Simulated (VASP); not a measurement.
The system is Pt.

```
Pt
1.0
    -1.58217    1.58498    1.58466
     1.60292   -1.57978    1.60020
     1.56748    1.56509   -1.57945
Pt
1
Direct
  0.00000 0.00000 0.00000
```

* Program: VASP 6.6.1
* Task: relaxation of cell and atoms
* Functional: PBE
* Dispersion: D4
* Potentials or basis: VASP PAW PBE potentials, release 64 (Pt)
* Cutoff: 600 eV
* k mesh: 12 × 12 × 12
* Occupations: fermi-dirac, width 0.05 eV
* Spin: no spin polarisation

At the start: pressure -8.5 GPa; volume 15.90 Å³/atom.

Q: Where does the relaxation end?

A: Over 49 steps the energy falls by 104.5 meV/atom and the volume is 15.35 Å³/atom (-3.5 %); space group Im-3m (No. 229, to 0.1 Å) before, I4/mmm (No. 139, to 0.1 Å).

The path:
```tsv
step	energy change (eV)	largest force (eV/Å)	pressure (GPa)	volume (Å³)
1	0.0000	0.0000	-8.46	15.90
3	-0.0165	0.0000	-0.01	15.35
5	-0.0172	0.0000	-0.10	15.36
7	-0.0175	0.0000	-0.03	15.35
9	-0.0216	0.0000	-0.21	15.36
11	-0.0735	0.0000	-0.01	15.30
13	-0.0916	0.0000	0.81	15.26
15	-0.0978	0.0000	1.88	15.22
17	-0.0979	0.0000	2.21	15.21
19	-0.0980	0.0000	2.13	15.21
21	-0.0984	0.0000	1.77	15.23
23	-0.0997	0.0000	0.45	15.30
25	-0.1001	0.0000	-0.98	15.38
27	-0.1009	0.0000	-0.46	15.35
29	-0.1012	0.0000	0.19	15.31
31	-0.1015	0.0000	-0.06	15.33
33	-0.1018	0.0000	-0.34	15.35
35	-0.1023	0.0000	0.80	15.30
37	-0.1023	0.0000	1.25	15.27
39	-0.1027	0.0000	1.12	15.28
41	-0.1038	0.0000	0.68	15.31
43	-0.1041	0.0000	0.48	15.33
45	-0.1044	0.0000	-0.65	15.39
47	-0.1045	0.0000	-0.16	15.36
49	-0.1045	0.0000	0.00	15.35
```

Final structure:
```xyz
1
Lattice="-1.6755 1.3591 1.6855 1.6762 -1.3607 1.6836 1.6760 1.3586 -1.6833" Properties=species:S:1:pos:R:3 pbc="T T T"
Pt    0.0000    0.0000    0.0000
```
